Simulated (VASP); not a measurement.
Input of a VASP 6.6.1 run:

The input INCAR:

```
PREC = Accurate ; ENCUT = 600
EDIFF = 1E-6 ; ISMEAR = 0
SIGMA = 0.1 ; LREAL = False
LASPH = True ; NELM = 100
ALGO = Normal ; ISIF = 3
LWAVE = False ; LCHARG = False
GGA = PS ; IBRION = 2
NSW = 100 ; EDIFFG = -0.005
```

File KPOINTS:

```
Automatic mesh
0
Gamma
  18 18 18
```

Contents of POSCAR:

```
Nb
1.0
   -1.6588161896      1.6588161896      1.6588161896
    1.6588161896     -1.6588161896      1.6588161896
    1.6588161896      1.6588161896     -1.6588161896
Nb
1
Direct
    0.0000000000      0.0000000000      0.0000000000
```

Potentials or basis: VASP PAW PBE potentials, release 64 (Nb_sv).

Run with:

```sh
$ cat potpaw_PBE.64/Nb_sv/POTCAR > POTCAR
$ mpirun -np 1 vasp_std > vasp.out
```

(1) What does it give for the space group after relaxing (to 0.05 Å)?

(2) Predict the relaxed cell.

(3) What does it give for the relaxed volume?

Results:

(1) Im-3m (No. 229).

(2) a = 2.833 Å, b = 2.833 Å, c = 2.833 Å, α = 109.47°, β = 109.47°, γ = 109.47°.

(3) 17.50 Å³/atom.

Caveat: the PAW data sets were made with another functional, which shifts forces and pressure a little.
